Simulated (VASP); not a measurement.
# MoS2 (P-3m1) in VASP: settings compared, part 2 of 2

VASP 6.6.1. Earlier steps stand in the parts before.

## (4) Single point, PBE+D3(BJ)

This run uses another cell than the first one, of 18.98 Å³/atom, 1.108 times its volume.

Contents of INCAR:

```
PREC = Accurate ; ENCUT = 520
EDIFF = 1E-6 ; ISMEAR = -1
SIGMA = 0.05 ; LREAL = False
LASPH = True ; NELM = 80
ALGO = Normal ; ISIF = 2
LWAVE = False ; LCHARG = False
GGA = PE ; IVDW = 12
NBANDS = 20
```

Contents of KPOINTS:

```
Automatic mesh
0
Gamma
  9 9 4
```

Contents of POSCAR:

```
MoS2
1.0
    3.2274645616      0.0000000000      0.0000000000
   -1.6137322808      2.7950663001      0.0000000000
    0.0000000000      0.0000000000      6.3124734200
Mo S
1 2
Direct
    0.0000000000      0.0000000000      0.5000000000
    0.6666666667      0.3333333333      0.7446806800
    0.3333333333      0.6666666667      0.2553193200
```

Potentials or basis: VASP PAW PBE potentials, release 64 (Mo_sv, S).

On the command line:

```sh
> cat potpaw_PBE.64/Mo_sv/POTCAR potpaw_PBE.64/S/POTCAR > POTCAR
> mpirun -np 1 vasp_std > vasp.out
```

OUTCAR:

```text
PREC = Accurate
   ENCUT = 520
   EDIFF = 1E-6
   ISMEAR = -1
   LREAL = False
   LASPH = True
   NELM = 80
   ISIF = 2
   GGA = PE
   IVDW = 12
 IVDW          = 12

 ion  position               nearest neighbor table
   1  0.000  0.000  0.500-   2 2.42   3 2.42   3 2.42   2 2.42   2 2.42   3 2.42
   2  0.667  0.333  0.745-   1 2.42   1 2.42   1 2.42
   3  0.333  0.667  0.255-   1 2.42   1 2.42   1 2.42

  LATTYP: Found a hexagonal cell.
 ALAT       =     3.2274645616
 C/A-ratio  =     1.9558614199

  Lattice vectors:

 A1 = (   3.2274645616,   0.0000000000,   0.0000000000)
 A2 = (  -1.6137322808,   2.7950663001,   0.0000000000)
 A3 = (   0.0000000000,   0.0000000000,   6.3124734200)

Analysis of symmetry for initial positions (statically):
=====================================================================
 Subroutine PRICEL returns:
 Original cell was already a primitive cell.

 Routine SETGRP: Setting up the symmetry group for a
 hexagonal supercell.

 Subroutine GETGRP returns: Found 12 space group operations
 (whereof 12 operations were pure point group operations)
 out of a pool of 24 trial point group operations.

The static configuration has the point symmetry D_3d.

Analysis of symmetry for dynamics (positions and initial velocities):
=====================================================================
 Subroutine PRICEL returns:
 Original cell was already a primitive cell.

 Routine SETGRP: Setting up the symmetry group for a
 hexagonal supercell.

 Subroutine GETGRP returns: Found 12 space group operations
 (whereof 12 operations were pure point group operations)
 out of a pool of 24 trial point group operations.

The dynamic configuration has the point symmetry D_3d.

 Subroutine INISYM returns: Found 12 space group operations
 (whereof 12 operations are pure point group operations),
 and found     1 'primitive' translations

----------------------------------------------------------------------------------------

                                     Primitive cell

  volume of cell :      56.9447

  direct lattice vectors                    reciprocal lattice vectors
     3.227464562  0.000000000  0.000000000     0.309840737  0.178886633  0.000000000
    -1.613732281  2.795066300  0.000000000     0.000000000  0.357773266  0.000000000
     0.000000000  0.000000000  6.312473420     0.000000000  0.000000000  0.158416509

  length of vectors
     3.227464562  3.227464562  6.312473420     0.357773266  0.357773266  0.158416509

  position of ions in fractional coordinates (direct lattice)
     0.000000000  0.000000000  0.500000000
     0.666666667  0.333333333  0.744680680
     0.333333333  0.666666667  0.255319320

  ion indices of the primitive-cell ions
   primitive index   ion index
                 1           1
                 2           2
                 3           3

----------------------------------------------------------------------------------------

 KPOINTS: Automatic mesh

Automatic generation of k-mesh.
 Grid dimensions read from file:
 generate k-points for:    9    9    4

 Generating k-lattice:

  Cartesian coordinates                     Fractional coordinates (reciprocal lattice)
     0.034426749  0.019876293  0.000000000     0.111111111  0.000000000  0.000000000
     0.000000000  0.039752585  0.000000000     0.000000000  0.111111111  0.000000000
     0.000000000  0.000000000  0.039604127     0.000000000  0.000000000  0.250000000

  Length of vectors
     0.039752585  0.039752585  0.039604127

  Shift w.r.t. Gamma in fractional coordinates (k-lattice)
     0.000000000  0.000000000  0.000000000

 Subroutine IBZKPT returns following result:
 ===========================================

 Found     43 irreducible k-points:

 Following reciprocal coordinates:
            Coordinates               Weight
  0.000000  0.000000  0.000000      1.000000
  0.111111  0.000000  0.000000      6.000000
  0.222222  0.000000  0.000000      6.000000
  0.333333  0.000000  0.000000      6.000000
  0.444444  0.000000  0.000000      6.000000
  0.111111  0.111111  0.000000      6.000000
[... 16 lines left out ...]
  0.222222  0.111111  0.250000     12.000000
 -0.111111  0.333333  0.250000     12.000000
 [... further k-points ...]
   k-points           NKPTS =     43   k-points in BZ     NKDIM =     43   number of bands    NBANDS=     20
   number of dos      NEDOS =    301   number of ions     NIONS =      3
   total plane-waves  NPLWV =  27648
   dimension x,y,z NGX =    24 NGY =   24 NGZ =   48
   dimension x,y,z NGXF=    48 NGYF=   48 NGZF=   96
   ions per type =               1   2
   NGX,Y,Z   is equivalent  to a cutoff of  12.36, 12.36, 12.64 a.u.
   NGXF,Y,Z  is equivalent  to a cutoff of  24.72, 24.72, 25.28 a.u.
 SYSTEM =  unknown system
   PREC   = accura    normal or accurate (medium, high low for compatibility)
   ISTART =      0    job   : 0-new  1-cont  2-samecut
   ICHARG =      2    charge: 1-file 2-atom 10-const
   ISPIN  =      1    spin polarized calculation?
   LNONCOLLINEAR =      F non collinear calculations
   LSORBIT =      F    spin-orbit coupling
   LASPH  =      T    aspherical Exc in radial PAW
   ENCUT  =  520.0 eV  38.22 Ry    6.18 a.u.   6.00  6.00 11.74*2*pi/ulx,y,z
   NELM   =     80;   NELMIN=  2; NELMDL= -5     # of ELM steps
   EDIFF  = 0.1E-05   stopping-criterion for ELM
   LREAL  =      F    real-space projection
   EDIFFG = 0.1E-04   stopping-criterion for IOM
   NSW    =      0    number of steps for IOM
   IBRION =     -1    ionic relax: 0-MD 1-quasi-New 2-CG
   NFREE  =      0    steps in history (QN), initial steepest desc. (CG)
   ISIF   =      2    stress and relaxation
   ISYM   =      2    0-nonsym 1-usesym 2-fastsym
   POTIM  = 0.5000    time-step for ionic-motion
   TEBEG  =    0.0;   TEEND  =   0.0 temperature during run
   PSTRESS=    0.0 pullay stress
   NELECT =      26.0000    total number of electrons
   NUPDOWN=      -1.0000    fix difference up-down
   EMIN   =  10.00;   EMAX   =-10.00  energy-range for DOS
   EFERMI =   0.00;   METHOD = LEGACY
   ISMEAR =    -1;   SIGMA  =   0.05  broadening in eV -4-tet -1-fermi 0-gaus
   EFERMI_NEDOS =   21; number of points for ismear=-14 and -15
   IALGO  =     38    algorithm
   IMIX   =      4    mixing-type and parameters
     AMIX     =   0.40;   BMIX     =  1.00
     AMIX_MAG =   1.60;   BMIX_MAG =  1.00
  volume/ion in A,a.u.               =      18.98       128.09
  Fermi-wavevector in a.u.,A,eV,Ry     =   1.260612  2.382212 21.621610  1.589144
  Thomas-Fermi vector in A             =   2.394113
   LORBIT       =      0    0 simple, 1 ext, 2 COOP (PROOUT), +10 PAW based schemes
   GGA     = PE    functional components
   LHFCALC =     F    Hartree Fock is set to
   AEXX    =    0.0000 exact exchange contribution
   IVDW    =    12    specifies the selected vdW correction
   LEPSILON=     F    determine dielectric tensor
   LRPA    =     F    only Hartree local field effects (RPA)
 non-spin polarized calculation
  energy-cutoff  :      520.00
  volume of cell :       56.94
 maximum number of plane-waves:      1557
   NGX = 13   NGY = 13   NGZ = 23

 number of electron      26.0000001 magnetization

 Free energy of the ion-electron system (eV)
  ---------------------------------------------------
  ext. energy  EPLUGINS =         0.00000000
  ---------------------------------------------------
  free energy    TOTEN  =       -21.01209423 eV

  energy without entropy =      -21.00324805  energy(sigma->0) =      -21.00767114

 E-fermi :   6.9120     XC(G=0): -10.4450

 val. band max:        6.9081360027   @ k =   0.3333   0.2222   0.0000
 cond. band min:       7.0702639118   @ k =  -0.1111   0.3333   0.2500
 fundamental gap:      0.1621279091
 Fermi energy:         6.9120176043

 k-point     1 :       0.0000    0.0000    0.0000
  band No.  band energies     occupation
      1     -54.8713      2.00000
      2     -28.8975      2.00000
      3     -28.8774      2.00000
      4     -28.8774      2.00000
      5      -7.9117      2.00000
      6      -6.4727      2.00000
[... 12 lines left out ...]
     19      13.1361      0.00000
     20      16.5001      0.00000
[... 507 lines left out ...]
 k-point    24 :      -0.1111    0.3333    0.2500
  band No.  band energies     occupation
      1     -54.8513      2.00000
      2     -29.0746      2.00000
      3     -28.9374      2.00000
      4     -28.8559      2.00000
      5      -6.7119      2.00000
      6      -6.3367      2.00000
[... 12 lines left out ...]
     19      15.1688      0.00000
     20      15.3830      0.00000

 [... further k-points ...]

------------------------ aborting loop because EDIFF is reached ----------------------------------------

 Edisp (eV)   -1.19673

 E8    (eV) :    -0.4838

  FORCE on cell =-STRESS in cart. coord.  units (eV):
  Direction    XX          YY          ZZ          XY          YZ          ZX
  --------------------------------------------------------------------------------------
  -------------------------------------------------------------------------------------
  Total      -1.21529    -1.21529    -0.16673     0.00000     0.00000    -0.00000
  in kB     -34.19290   -34.19290    -4.69119     0.00000     0.00000    -0.00000
  external pressure =      -24.36 kB  Pullay stress =        0.00 kB

 VOLUME and BASIS-vectors are now :
 -----------------------------------------------------------------------------
  energy-cutoff  :      520.00
  volume of cell :       56.94
      direct lattice vectors                 reciprocal lattice vectors
     3.227464562  0.000000000  0.000000000     0.309840737  0.178886633  0.000000000
    -1.613732281  2.795066300  0.000000000     0.000000000  0.357773266  0.000000000
     0.000000000  0.000000000  6.312473420     0.000000000  0.000000000  0.158416509

 POSITION                                       TOTAL-FORCE (eV/Angst)
 -----------------------------------------------------------------------------------
      0.00000      0.00000      3.15624         0.000000      0.000000      0.000000
      1.61373      0.93169      4.70078         0.000000     -0.000000      0.274355
     -0.00000      1.86338      1.61170        -0.000000      0.000000     -0.274355
 -----------------------------------------------------------------------------------
    total drift:                                0.000000     -0.000000      0.000000

  FREE ENERGIE OF THE ION-ELECTRON SYSTEM (eV)
  ---------------------------------------------------
  free  energy   TOTEN  =       -22.2088241712 eV

  energy  without entropy=      -22.1999779922  energy(sigma->0) =      -22.20440108
```

OSZICAR:

```text
N       E                     dE             d eps       ncg     rms          rms(c)
DAV:   1     0.191088736805E+03    0.19109E+03   -0.14808E+04  1824   0.121E+03
DAV:   2    -0.154330388385E+02   -0.20652E+03   -0.20188E+03  2136   0.315E+02
DAV:   3    -0.225777472754E+02   -0.71447E+01   -0.70810E+01  2136   0.556E+01
DAV:   4    -0.226599716352E+02   -0.82224E-01   -0.82117E-01  2100   0.630E+00
DAV:   5    -0.226613482421E+02   -0.13766E-02   -0.13764E-02  2164   0.786E-01    0.226E+01
DAV:   6    -0.215916784224E+02    0.10697E+01   -0.16188E+01  1796   0.214E+01    0.948E+00
DAV:   7    -0.211515325064E+02    0.44015E+00   -0.65640E+00  1788   0.132E+01    0.594E+00
DAV:   8    -0.210114464590E+02    0.14009E+00   -0.79769E-01  1908   0.487E+00    0.178E+00
DAV:   9    -0.210135478673E+02   -0.21014E-02   -0.28474E-02  2028   0.104E+00    0.608E-01
DAV:  10    -0.210122454868E+02    0.13024E-02   -0.16370E-02  1916   0.770E-01    0.171E-01
DAV:  11    -0.210121181306E+02    0.12736E-03   -0.90264E-04  1984   0.197E-01    0.660E-02
DAV:  12    -0.210120743258E+02    0.43805E-04   -0.14002E-04  1964   0.724E-02    0.360E-02
DAV:  13    -0.210120941331E+02   -0.19807E-04   -0.55247E-05  1824   0.445E-02    0.947E-03
DAV:  14    -0.210120942289E+02   -0.95852E-07   -0.35920E-06  2036   0.111E-02
   1 F= -.22208824E+02 E0= -.22204401E+02  d E =-.884618E-02
```

stdout:

```text
POSCAR found type information on POSCAR MoS
 POSCAR found :  2 types and       3 ions
 scaLAPACK will be used
 LDA part: xc-table for (Slater+PW92), standard interpolation
 POSCAR, INCAR and KPOINTS ok, starting setup
 FFT: planning ... GRIDC
 FFT: planning ... GRID_SOFT
 FFT: planning ... GRID
 WAVECAR not read
 entering main loop
```

Run time: 25 s. Hardware: 1 thread of AMD EPYC 9R14 (Zen 4), shared host; peak memory 0.17 GiB.

Results:

- Free energy: -22.2088 eV
- Pressure: -2.4 GPa
- Largest force: 0.274 eV/Å
- Band gap on the k mesh: zero (band 13 reaches 7.55 eV, above the bottom of band 14 at 6.52 eV)
- Dispersion energy per atom: -0.399 eV

Forces in eV/Å, atoms in the order of the input:
```
Mo   0.000  0.000  0.000
S    0.000  0.000  0.274
S    0.000  0.000 -0.274
```

Stress tensor (GPa, compression positive):
```
-3.42  0.00  0.00
 0.00 -3.42  0.00
 0.00  0.00 -0.47
```

Levels at points of the mesh, in eV from the Fermi level:
```csv
k point,band 9,band 10,band 11,band 12,band 13,band 14,band 15,band 16,band 17,band 18
"(0.00, 0.00, 0.00)",-4.02,-1.84,-1.05,-0.94,-0.94,-0.33,-0.33,3.19,3.19,6.08
"(0.00, 0.00, 0.50)",-4.02,-3.57,-0.95,-0.95,-0.39,-0.39,-0.08,3.35,3.35,6.05
```

Caveat: three body term missing.

## (5) Single point, PBE

This run uses another cell than the first one, of 20.44 Å³/atom, 1.193 times its volume.

Contents of INCAR:

```
SYSTEM = MoS2
ALGO = Normal ; EDIFF = 1E-6
ENCUT = 520 ; GGA = PE
ISIF = 2 ; ISMEAR = -1
LASPH = .TRUE. ; LCHARG = .FALSE.
LREAL = .FALSE. ; LWAVE = .FALSE.
NBANDS = 20 ; NELM = 60
PREC = Accurate ; SIGMA = 0.05
```

Contents of KPOINTS:

```
k-points
0
G
  9 9 4
  0 0 0
```

Contents of POSCAR:

```
MoS2
1.0
    3.1923096700      0.0000000000      0.0000000000
   -1.5961548350      2.7646212710      0.0000000000
    0.0000000000      0.0000000000      6.9485674056
Mo S
1 2
Direct
    0.0000000000      0.0000000000      0.5000000000
    0.6666666667      0.3333333333      0.7278924404
    0.3333333333      0.6666666667      0.2721075596
```

On the command line:

```sh
> cat potpaw_PBE.64/Mo_sv/POTCAR potpaw_PBE.64/S/POTCAR > POTCAR
> mpirun -np 1 vasp_std > vasp.out
```

It took 28 s on 1 thread of AMD EPYC 9R14 (Zen 4), shared host; peak memory 0.17 GiB.

Results (log left out):

* Free energy: -21.0308 eV
* Pressure: -0.1 GPa
* Largest force: 0.005 eV/Å
* Band gap on the k mesh: zero (band 13 reaches 6.68 eV, above the bottom of band 14 at 5.85 eV)

Forces in eV/Å, atoms in the order of the input:
```
Mo   0.000  0.000  0.000
S    0.000  0.000 -0.005
S    0.000  0.000  0.005
```

Levels at points of the mesh, in eV from the Fermi level:
| k point | band 10 | band 11 | band 12 | band 13 | band 14 | band 15 | band 16 | band 17 |
| --- | --- | --- | --- | --- | --- | --- | --- | --- |
| (0.00, 0.00, 0.00) | -2.38 | -1.11 | -0.83 | -0.83 | -0.15 | -0.15 | 3.23 | 3.23 |
| (0.00, 0.00, 0.50) | -3.32 | -0.83 | -0.83 | -0.49 | -0.17 | -0.17 | 3.28 | 3.28 |

Caveat: this functional lacks dispersion, which binds the layers, so the pressure and a relaxed spacing across them are unreliable.

## (6) The runs side by side

| level | cell | gap on the mesh (eV) | pressure (GPa) | largest force (eV/Å) |
| --- | --- | --- | --- | --- |
| PBE+D3(BJ) | a = 3.177, b = 3.177, c = 5.880 Å, angles 90.0, 90.0, 120.0°, 3 atoms | none | -0.7 | 0.01 |
| PBE+D4 | a = 3.178, b = 3.178, c = 5.850 Å, angles 90.0, 90.0, 120.0°, 3 atoms | none | -0.1 | 0.01 |
| PBE+D3(BJ) | a = 3.227, b = 3.227, c = 6.312 Å, angles 90.0, 90.0, 120.0°, 3 atoms | none | -2.4 | 0.27 |
| PBE | a = 3.192, b = 3.192, c = 6.949 Å, angles 90.0, 90.0, 120.0°, 3 atoms | none | -0.1 | 0.01 |

Alike in all rows: task single point; potentials or basis VASP PAW PBE potentials, release 64 (Mo_sv, S); no spin polarisation; k mesh 9 × 9 × 4; cutoff (eV) 520; smearing fermi-dirac 0.05 eV.

Caveats: three body term missing (some runs); pairwise dispersion overbinds metals, which lowers pressure and volume (some runs); this functional lacks dispersion, which binds the layers, so the pressure and a relaxed spacing across them are unreliable (some runs).

Absolute energies hang on the potentials; compare differences alone.
